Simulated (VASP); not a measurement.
# Cs3Cl2 (P-3m1) in VASP: notebook

The runs below take Cs3Cl2 through single point, with r2SCAN.

Everything below comes from runs of VASP 6.6.1. Logs are shortened: lines on timing, memory, paths and dates and some standing lists are left out, and cuts for length are marked.

### 1 The cell of the first run

The structure is trigonal, space group P-3m1 (No. 164). The conventional cell has a = 5.985 Å, b = 5.985 Å, c = 7.037 Å, α = 90.00°, β = 90.00°, γ = 120.00°. Cs (site symmetry -3m) has 6 Cl at 3.65 Å and 6 Cs at 4.14 Å within 4.8 Å. Cs (site symmetry 3m) has 5 Cl at 3.46 to 3.62 Å and 6 Cs at 4.14 to 4.25 Å within 4.6 Å. Within 4.6 Å of Cl (site symmetry 3m) lie 8 Cs at 3.46 to 3.65 Å and 3 Cl at 4.19 Å.

### 2 Single point, r2SCAN

POSCAR reads:

```
Cs3Cl2
1.0
    5.9848479969      0.0000000000      0.0000000000
   -2.9924239985      5.1830304031      0.0000000000
    0.0000000000      0.0000000000      7.0365103840
Cs Cl
3 2
Direct
    0.0000000000      0.0000000000      0.0000000000
    0.3333333333      0.6666666667      0.6764290129
    0.6666666667      0.3333333333      0.3235709871
    0.3333333333      0.6666666667      0.1688038302
    0.6666666667      0.3333333333      0.8311961698
```

INCAR.step1 reads:

```
ALGO = Normal
EDIFF = 1E-4
ENCUT = 520
GGA = PE
ISMEAR = 0
LASPH = True
LCHARG = False
LREAL = False
LWAVE = True
NBANDS = 28
NELM = 60
PREC = Accurate
SIGMA = 0.1
```

INCAR.step2 reads:

```
ALGO = Normal
EDIFF = 1E-7
ENCUT = 520
ISIF = 2
ISMEAR = 0
ISTART = 1
LASPH = True
LCHARG = True
LELF = True
LMIXTAU = True
LREAL = False
LVHAR = True
LWAVE = False
METAGGA = R2SCAN
NBANDS = 28
NELM = 60
PREC = Accurate
SIGMA = 0.1
```

KPOINTS reads:

```
k-points
0
Gamma
  3 3 4
```

Potentials or basis: VASP PAW PBE potentials, release 64 (Cs_sv, Cl).

Run with:

```bash
$ cat potpaw_PBE.64/Cs_sv/POTCAR potpaw_PBE.64/Cl/POTCAR > POTCAR
$ cp INCAR.step1 INCAR
$ mpirun -np 1 vasp_std > vasp.out
$ cp INCAR.step2 INCAR
$ mpirun -np 1 vasp_std > vasp.out
```

OUTCAR:

```text
EDIFF = 1E-7
   ENCUT = 520
   ISIF = 2
   ISMEAR = 0
   ISTART = 1
   LASPH = True
   LREAL = False
   METAGGA = R2SCAN
   NELM = 60
   PREC = Accurate

 ion  position               nearest neighbor table
   1  0.000  0.000  0.000-
   2  0.333  0.667  0.676-
   3  0.667  0.333  0.324-
   4  0.333  0.667  0.169-
   5  0.667  0.333  0.831-

  LATTYP: Found a hexagonal cell.
 ALAT       =     5.9848479969
 C/A-ratio  =     1.1757208182

  Lattice vectors:

 A1 = (   5.9848479969,   0.0000000000,   0.0000000000)
 A2 = (  -2.9924239985,   5.1830304031,   0.0000000000)
 A3 = (   0.0000000000,   0.0000000000,   7.0365103840)

Analysis of symmetry for initial positions (statically):
=====================================================================
 Subroutine PRICEL returns:
 Original cell was already a primitive cell.

 Routine SETGRP: Setting up the symmetry group for a
 hexagonal supercell.

 Subroutine GETGRP returns: Found 12 space group operations
 (whereof 12 operations were pure point group operations)
 out of a pool of 24 trial point group operations.

The static configuration has the point symmetry D_3d.

Analysis of symmetry for dynamics (positions and initial velocities):
=====================================================================
 Subroutine PRICEL returns:
 Original cell was already a primitive cell.

 Routine SETGRP: Setting up the symmetry group for a
 hexagonal supercell.

 Subroutine GETGRP returns: Found 12 space group operations
 (whereof 12 operations were pure point group operations)
 out of a pool of 24 trial point group operations.

The dynamic configuration has the point symmetry D_3d.

 Subroutine INISYM returns: Found 12 space group operations
 (whereof 12 operations are pure point group operations),
 and found     1 'primitive' translations

----------------------------------------------------------------------------------------

                                     Primitive cell

  volume of cell :     218.2701

  direct lattice vectors                    reciprocal lattice vectors
     5.984847997  0.000000000  0.000000000     0.167088621  0.096468660  0.000000000
[... 73 lines left out ...]
   LSORBIT =      F    spin-orbit coupling
   LASPH  =      T    aspherical Exc in radial PAW
   ENCUT  =  520.0 eV  38.22 Ry    6.18 a.u.  11.13 11.13 13.08*2*pi/ulx,y,z
   NELM   =     60;   NELMIN=  2; NELMDL=  0     # of ELM steps
   EDIFF  = 0.1E-06   stopping-criterion for ELM
   LREAL  =      F    real-space projection
   EDIFFG = 0.1E-05   stopping-criterion for IOM
   NSW    =      0    number of steps for IOM
   IBRION =     -1    ionic relax: 0-MD 1-quasi-New 2-CG
   NFREE  =      0    steps in history (QN), initial steepest desc. (CG)
   ISIF   =      2    stress and relaxation
   ISYM   =      2    0-nonsym 1-usesym 2-fastsym
   POTIM  = 0.5000    time-step for ionic-motion
   TEBEG  =    0.0;   TEEND  =   0.0 temperature during run
   PSTRESS=    0.0 pullay stress
   NELECT =      41.0000    total number of electrons
   NUPDOWN=      -1.0000    fix difference up-down
   EMIN   =  10.00;   EMAX   =-10.00  energy-range for DOS
   EFERMI =   0.00;   METHOD = LEGACY
   ISMEAR =     0;   SIGMA  =   0.10  broadening in eV -4-tet -1-fermi 0-gaus
   EFERMI_NEDOS =   21; number of points for ismear=-14 and -15
   IALGO  =     38    algorithm
   IMIX   =      4    mixing-type and parameters
     AMIX     =   0.40;   BMIX     =  1.00
     AMIX_MAG =   1.60;   BMIX_MAG =  1.00
  volume/ion in A,a.u.               =      43.65       294.59
  Fermi-wavevector in a.u.,A,eV,Ry     =   0.937572  1.771755 11.960087  0.879042
  Thomas-Fermi vector in A             =   2.064697
   LORBIT       =      0    0 simple, 1 ext, 2 COOP (PROOUT), +10 PAW based schemes
   METAGGA = R2SCAN    functional components
   LHFCALC =     F    Hartree Fock is set to
   AEXX    =    0.0000 exact exchange contribution
   IVDW    =     0    specifies the selected vdW correction
   LEPSILON=     F    determine dielectric tensor
   LRPA    =     F    only Hartree local field effects (RPA)
 non-spin polarized calculation
 Gauss-broadening in eV      SIGMA  =   0.10
  energy-cutoff  :      520.00
  volume of cell :      218.27
 maximum number of plane-waves:      5918
 NGX is ok and might be reduce to    48
   NGX = 23   NGY = 23   NGZ = 27

 number of electron      40.9999994 magnetization

 Free energy of the ion-electron system (eV)
  ---------------------------------------------------
  ext. energy  EPLUGINS =         0.00000000
  ---------------------------------------------------
  free energy    TOTEN  =       -95.52900611 eV

  energy without entropy =      -95.50397139  energy(sigma->0) =      -95.51648875

 E-fermi :   3.4975     XC(G=0):  -7.9729

 val. band max:        3.4901106863   @ k =   0.3333   0.0000   0.2500
 cond. band min:       3.5213759472   @ k =   0.0000   0.3333   0.2500
 fundamental gap:      0.0312652609
 Fermi energy:         3.4974937172

 k-point     1 :       0.0000    0.0000    0.0000
  band No.  band energies     occupation
      1     -21.5444      2.00000
      2     -21.3906      2.00000
      3     -21.3845      2.00000
      4     -14.2741      2.00000
      5     -14.2141      2.00000
      6      -8.1159      2.00000
[... 299 lines left out ...]
     27       6.1109      0.00000
     28       6.3692      0.00000

------------------------ aborting loop because EDIFF is reached ----------------------------------------

  FORCE on cell =-STRESS in cart. coord.  units (eV):
  Direction    XX          YY          ZZ          XY          YZ          ZX
  --------------------------------------------------------------------------------------
  -------------------------------------------------------------------------------------
  Total        0.1016560      0.1016560      0.3745364     -0.0000000      0.0000000      0.0000000
  in kB        0.7461900      0.7461900      2.7492254     -0.0000000      0.0000000      0.0000000
  external PRESSURE =       1.4138685 kB  Pullay stress =       0.0000000 kB

 VOLUME and BASIS-vectors are now :
 -----------------------------------------------------------------------------
  energy-cutoff  :      520.00
  volume of cell :      218.27
      direct lattice vectors                 reciprocal lattice vectors
     5.984847997  0.000000000  0.000000000     0.167088621  0.096468660  0.000000000
    -2.992423999  5.183030403  0.000000000     0.000000000  0.192937321  0.000000000
     0.000000000  0.000000000  7.036510384     0.000000000  0.000000000  0.142115899

 POSITION                                       TOTAL-FORCE (eV/Angst)
 -----------------------------------------------------------------------------------
      0.00000      0.00000      0.00000        -0.000000      0.000000      0.000000
     -0.00000      3.45535      4.75970        -0.000000     -0.000000     -0.027184
      2.99242      1.72768      2.27681        -0.000000      0.000000      0.027184
     -0.00000      3.45535      1.18779         0.000000     -0.000000      0.001681
      2.99242      1.72768      5.84872         0.000000      0.000000     -0.001681
 -----------------------------------------------------------------------------------
    total drift:                               -0.000000      0.000000      0.000000

  FREE ENERGIE OF THE ION-ELECTRON SYSTEM (eV)
  ---------------------------------------------------
  free  energy   TOTEN  =       -95.5290061076 eV

  energy  without entropy=      -95.5039713927  energy(sigma->0) =      -95.51648875
```

It took 10 min on 1 thread of Oxide Virtual Turin-like, shared host; peak memory 0.37 GiB.

What came out:

| Quantity | Value |
| --- | --- |
| Free energy | -95.5290 eV |
| Pressure | 0.1 GPa |
| Largest force | 0.027 eV/Å |
| Band gap on the k mesh | zero (an odd number of electrons rules out a gap without spin polarisation) |

Forces in eV/Å, atoms in the order of the input:
```
Cs   0.000  0.000  0.000
Cs   0.000  0.000 -0.027
Cs   0.000  0.000  0.027
Cl   0.000  0.000  0.002
Cl   0.000  0.000 -0.002
```

Caveat: the k points lie up to 0.40 Å⁻¹ apart, too coarse for converged energies and pressures of a metal; the PAW data sets were made with another functional, which shifts forces and pressure a little; spin-orbit coupling is left out, which moves the levels of the heavy elements.

### 3 Single point, r2SCAN

This run uses another cell than the first one, of 36.80 Å³/atom.

POSCAR reads:

```
Cs3Cl2
1.0
    5.1495329254      0.0000000000      0.0000000000
   -2.5747664627      4.4596263310      0.0000000000
    0.0000000000      0.0000000000      8.0118367595
Cs Cl
3 2
Direct
    0.0000000000      0.0000000000      0.0000000000
    0.3333333333      0.6666666667      0.6450000000
    0.6666666667      0.3333333333      0.3550000000
    0.3333333333      0.6666666667      0.2450000000
    0.6666666667      0.3333333333      0.7550000000
```

INCAR.step1 reads:

```
SYSTEM = Cs3Cl2
ALGO = Normal
EDIFF = 1E-4
ENCUT = 520
GGA = PE
ISMEAR = 0
LASPH = .True.
LCHARG = .False.
LREAL = .False.
LWAVE = .True.
NBANDS = 28
NELM = 60
PREC = Accurate
SIGMA = 0.1
```

INCAR.step2 reads:

```
SYSTEM = Cs3Cl2
ALGO = Normal
EDIFF = 1E-6
ENCUT = 520
ISIF = 2
ISMEAR = 0
ISTART = 1
LASPH = .True.
LCHARG = .False.
LMIXTAU = .True.
LREAL = .False.
LWAVE = .False.
METAGGA = R2SCAN
NBANDS = 28
NELM = 60
PREC = Accurate
SIGMA = 0.1
```

KPOINTS reads:

```
k-points
0
Gamma
  6 6 2
  0 0 0
```

Potentials or basis: VASP PAW PBE potentials, release 64 (Cs_sv, Cl).

Run with:

```bash
$ cat potpaw_PBE.64/Cs_sv/POTCAR potpaw_PBE.64/Cl/POTCAR > POTCAR
$ cp INCAR.step1 INCAR
$ mpirun -np 1 vasp_std > vasp.out
$ cp INCAR.step2 INCAR
$ mpirun -np 1 vasp_std > vasp.out
```

OUTCAR:

```text
SYSTEM = Cs3Cl2
   EDIFF = 1E-6
   ENCUT = 520
   ISIF = 2
   ISMEAR = 0
   ISTART = 1
   LASPH = .True.
   LREAL = .False.
   METAGGA = R2SCAN
   NELM = 60
   PREC = Accurate

 ion  position               nearest neighbor table
   1  0.000  0.000  0.000-
   2  0.333  0.667  0.645-
   3  0.667  0.333  0.355-
   4  0.333  0.667  0.245-
   5  0.667  0.333  0.755-

  LATTYP: Found a hexagonal cell.
 ALAT       =     5.1495329254
 C/A-ratio  =     1.5558375634

  Lattice vectors:

 A1 = (   5.1495329254,   0.0000000000,   0.0000000000)
 A2 = (  -2.5747664627,   4.4596263310,   0.0000000000)
 A3 = (   0.0000000000,   0.0000000000,   8.0118367595)

Analysis of symmetry for initial positions (statically):
=====================================================================
 Subroutine PRICEL returns:
 Original cell was already a primitive cell.
[... 161 lines left out ...]
  ---------------------------------------------------
  free energy    TOTEN  =       -94.23426801 eV

  energy without entropy =      -94.22392149  energy(sigma->0) =      -94.22909475

 E-fermi :   4.9281     XC(G=0):  -8.6707

 val. band max:        4.8983557309   @ k =   0.1667   0.1667   0.0000
 cond. band min:       4.9881738208   @ k =   0.0000   0.0000   0.5000
 fundamental gap:      0.0898180899
 Fermi energy:         4.9281433900

 k-point     1 :       0.0000    0.0000    0.0000
  band No.  band energies     occupation
      1     -20.6364      2.00000
      2     -20.1877      2.00000
      3     -19.9011      2.00000
      4     -13.8481      2.00000
      5     -13.6946      2.00000
      6      -7.1709      2.00000
[... 423 lines left out ...]
     27       7.4437      0.00000
     28       7.8470      0.00000

------------------------ aborting loop because EDIFF is reached ----------------------------------------

  FORCE on cell =-STRESS in cart. coord.  units (eV):
  Direction    XX          YY          ZZ          XY          YZ          ZX
  --------------------------------------------------------------------------------------
  -------------------------------------------------------------------------------------
  Total        7.4421019      7.4421019      4.2656229      0.0000000      0.0000000     -0.0000000
  in kB       64.8048923     64.8048923     37.1445103      0.0000000      0.0000000     -0.0000000
  external PRESSURE =      55.5847649 kB  Pullay stress =       0.0000000 kB

 VOLUME and BASIS-vectors are now :
 -----------------------------------------------------------------------------
  energy-cutoff  :      520.00
  volume of cell :      183.99
      direct lattice vectors                 reciprocal lattice vectors
     5.149532925  0.000000000  0.000000000     0.194192369  0.112117017  0.000000000
    -2.574766463  4.459626331  0.000000000     0.000000000  0.224234033  0.000000000
     0.000000000  0.000000000  8.011836759     0.000000000  0.000000000  0.124815324

 POSITION                                       TOTAL-FORCE (eV/Angst)
 -----------------------------------------------------------------------------------
      0.00000      0.00000      0.00000        -0.000000      0.000000      0.000000
     -0.00000      2.97308      5.16763        -0.000000      0.000000     -0.095602
      2.57477      1.48654      2.84420         0.000000      0.000000      0.095602
     -0.00000      2.97308      1.96290        -0.000000      0.000000     -1.179422
      2.57477      1.48654      6.04894        -0.000000     -0.000000      1.179422
 -----------------------------------------------------------------------------------
    total drift:                                0.000000     -0.000000     -0.000000

  FREE ENERGIE OF THE ION-ELECTRON SYSTEM (eV)
  ---------------------------------------------------
  free  energy   TOTEN  =       -94.2342680108 eV

  energy  without entropy=      -94.2239214930  energy(sigma->0) =      -94.22909475
```

Wall time 9.6 min (1 thread of Oxide Virtual Turin-like, shared host); peak memory 0.32 GiB.

What came out:

* Free energy: -94.2343 eV
* Pressure: 5.6 GPa
* Largest force: 1.179 eV/Å
* Band gap on the k mesh: zero (an odd number of electrons rules out a gap without spin polarisation)

Forces in eV/Å, atoms in the order of the input:
```
Cs   0.000  0.000  0.000
Cs   0.000  0.000 -0.096
Cs   0.000  0.000  0.096
Cl   0.000  0.000 -1.179
Cl   0.000  0.000  1.179
```

Caveat: the k points lie up to 0.39 Å⁻¹ apart, too coarse for converged energies and pressures of a metal; the PAW data sets were made with another functional, which shifts forces and pressure a little; spin-orbit coupling is left out, which moves the levels of the heavy elements.

(Continued in part 2 of 2.)

The gap in the log of VASP goes by the Fermi energy; the results here count the filled bands.